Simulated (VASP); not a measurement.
Set up this calculation in VASP 6.6.1, as the native input.

```
Task                   : single point
Functional             : r2SCAN
Potentials or basis    : VASP PAW PBE potentials, release 64 (Zn, S)
Cutoff                 : 520 eV
k mesh                 : 6 × 6 × 4
Occupations            : gaussian, width 0.02 eV
Spin                   : no spin polarisation
Dipole correction      : no
Further INCAR settings : ALGO = Normal; EDIFF = 1e-07; NBANDS = 26
```

The system is ZnS.

```xyz
4
Lattice="3.8067 0.0000 0.0000 -1.9034 3.2967 0.0000 0.0000 0.0000 6.2457" Properties=species:S:1:pos:R:3 pbc="T T T"
Zn    0.0000    2.1978    0.0337
Zn    1.9034    1.0989    3.1565
S     0.0000    2.1978    2.3710
S     1.9034    1.0989    5.4938
```

These files were run (other wordings do the same):

POSCAR

```
ZnS
1.0
    3.8067217575      0.0000000000      0.0000000000
   -1.9033608787      3.2967177471      0.0000000000
    0.0000000000      0.0000000000      6.2457352643
Zn S
2 2
Direct
    0.3333333333      0.6666666667      0.0053880705
    0.6666666667      0.3333333333      0.5053880705
    0.3333333333      0.6666666667      0.3796119295
    0.6666666667      0.3333333333      0.8796119295
```

INCAR.step1

```
SYSTEM = ZnS
PREC = Accurate
ENCUT = 520
ISMEAR = 0
SIGMA = 0.02
LREAL = .FALSE.
LASPH = .TRUE.
NELM = 60
NBANDS = 26
GGA = PE
ALGO = Normal
EDIFF = 1E-4
LWAVE = .TRUE.
LCHARG = .FALSE.
```

INCAR.step2

```
SYSTEM = ZnS
PREC = Accurate
ENCUT = 520
EDIFF = 1E-7
ISMEAR = 0
SIGMA = 0.02
LREAL = .FALSE.
LASPH = .TRUE.
NELM = 60
ALGO = Normal
ISIF = 2
LWAVE = .FALSE.
LCHARG = .FALSE.
METAGGA = R2SCAN
LMIXTAU = .TRUE.
NBANDS = 26
ISTART = 1
```

KPOINTS

```
Automatic mesh
0
G
  6 6 4
  0 0 0
```

Potentials or basis: VASP PAW PBE potentials, release 64 (Zn, S).

The run is started by

```sh
$ cat potpaw_PBE.64/Zn/POTCAR potpaw_PBE.64/S/POTCAR > POTCAR
$ cp INCAR.step1 INCAR
$ mpirun -np 1 vasp_std > vasp.out
$ cp INCAR.step2 INCAR
$ mpirun -np 1 vasp_std > vasp.out
```

It gave:

```
Pressure               : 0.0 GPa
Band gap on the k mesh : 2.79 eV
```

Caveat: the PAW data sets were made with another functional, which shifts forces and pressure a little.

Run time: 2.5 min on 1 thread of AMD EPYC 7R13 Processor (Zen 3) (shared host), peak memory 0.18 GiB.
